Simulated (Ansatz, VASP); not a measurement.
## One calculation of WS2, two programs

```
CELL_PARAMETERS angstrom
3.15955 0.00000 0.00000
-1.57977 2.73625 0.00000
0.00000 0.00000 23.80426
ATOMIC_POSITIONS crystal
S 0.33333 0.66667 0.18904
S 0.33333 0.66667 0.32146
S 0.33333 0.66667 0.46597
S 0.33333 0.66667 0.59839
W 0.66667 0.33333 0.25525
W 0.00000 0.00000 0.53218
```

Alike in both runs: task single point; functional PBE; dispersion D3(BJ); k mesh 9 × 9 × 1; occupations gaussian, width 0.05 eV; no spin polarisation.

|  | VASP | Ansatz |
| --- | --- | --- |
| version | VASP 6.6.1 | Ansatz 0.2.0 |
| potentials or method | VASP PAW PBE potentials, release 64 (S, W_sv), cutoff 520 eV | scalar-relativistic, plane waves, PAW |
| valence electrons in the cell | 52 | 52 |

```csv
,VASP,Ansatz,Ansatz less VASP
gap on the k mesh at the Fermi level (eV),1.71,1.69,-0.015
least direct gap on the mesh (eV),1.92,1.92,-0.003
rms of the force components (eV/Å),0.020,0.021,+0.0008
```

Neither program's run includes spin-orbit coupling.
